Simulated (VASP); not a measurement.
Here is a VASP 6.6.1 calculation.

File INCAR:

```
PREC = Accurate
ENCUT = 520
EDIFF = 1E-6
ISMEAR = 0
SIGMA = 0.05
LREAL = Auto
LASPH = True
NELM = 60
ALGO = Normal
ISIF = 2
LWAVE = False
LCHARG = False
GGA = PE
NBANDS = 108
```

KPOINTS

```
Automatic mesh
0
Gamma
  3 3 2
```

File POSCAR:

```
Ca11O12
1.0
   -6.0065569693     -3.4678872831      0.0000000000
    6.0065569692     -3.4678872831      0.0000000000
    0.0000000000      0.0000000000      9.6159461465
Ca O
11 12
Direct
    0.3333333333     -0.0006756155      0.8761202265
    0.9983670588      0.3547637407      0.3756269255
    1.0079349863      0.3259144120      0.8802575407
    0.6682996078      0.6897300152      0.3756269255
    0.6587316804      0.6513127591      0.8802575407
    0.3333333333      0.1666666667      0.2500000000
    0.3333333333      0.3340089488      0.6238797735
    0.9983670588      0.6436033181      0.1243730745
    1.0079349863      0.6820205742      0.6197424593
    0.6682996078     -0.0214304074      0.1243730745
    0.6587316804      0.0074189213      0.6197424593
    0.3333333333     -0.0559075246      0.1016148843
    0.3333333333      0.0043313764      0.6407038278
    0.9858227200      0.3101021072      0.1304328717
    0.9938069660      0.3390312075      0.6265737452
    0.6808439467      0.6576127205      0.1304328717
    0.6728597007      0.6785575749      0.6265737452
    0.3333333333      0.3892408580      0.3983851157
    0.3333333333      0.3290019569      0.8592961722
    0.9858227200      0.6757206128      0.3695671283
    0.9938069660      0.6547757585      0.8734262548
    0.6808439467      0.0232312261      0.3695671283
    0.6728597007     -0.0056978742      0.8734262548
```

Potentials or basis: VASP PAW PBE potentials, release 64 (Ca_sv, O).

Launch:

```sh
$ cat potpaw_PBE.64/Ca_sv/POTCAR potpaw_PBE.64/O/POTCAR > POTCAR
$ mpirun -np 1 vasp_std > vasp.out
```

Problem. Predict the band gap on the k mesh.

Solution. Zero (bands 91 and 92 overlap by 0.05 eV).

Problem. What does it give for the largest force?

Solution. 0.037 eV/Å.

Forces on the atoms (eV/Å):
```
Ca   0.000  0.000 -0.006
Ca   0.008  0.001 -0.001
Ca   0.006  0.001  0.006
Ca   0.003 -0.008 -0.001
Ca   0.002 -0.006  0.006
Ca   0.000  0.000  0.000
Ca   0.000  0.000  0.006
Ca  -0.003  0.008  0.001
Ca  -0.002  0.006 -0.006
Ca  -0.008 -0.001  0.001
Ca  -0.006 -0.001 -0.006
O   -0.028  0.016 -0.010
O    0.009 -0.005 -0.028
O   -0.032 -0.018 -0.004
O   -0.005 -0.002  0.005
O    0.000  0.036 -0.004
O   -0.001  0.005  0.005
O    0.028 -0.016  0.010
O   -0.009  0.005  0.028
O    0.000 -0.036  0.004
O    0.001 -0.005 -0.005
O    0.032  0.018  0.004
O    0.005  0.002 -0.005
```

Caveat: the cell differs from its parent crystal (atoms taken out, then relaxed in part).
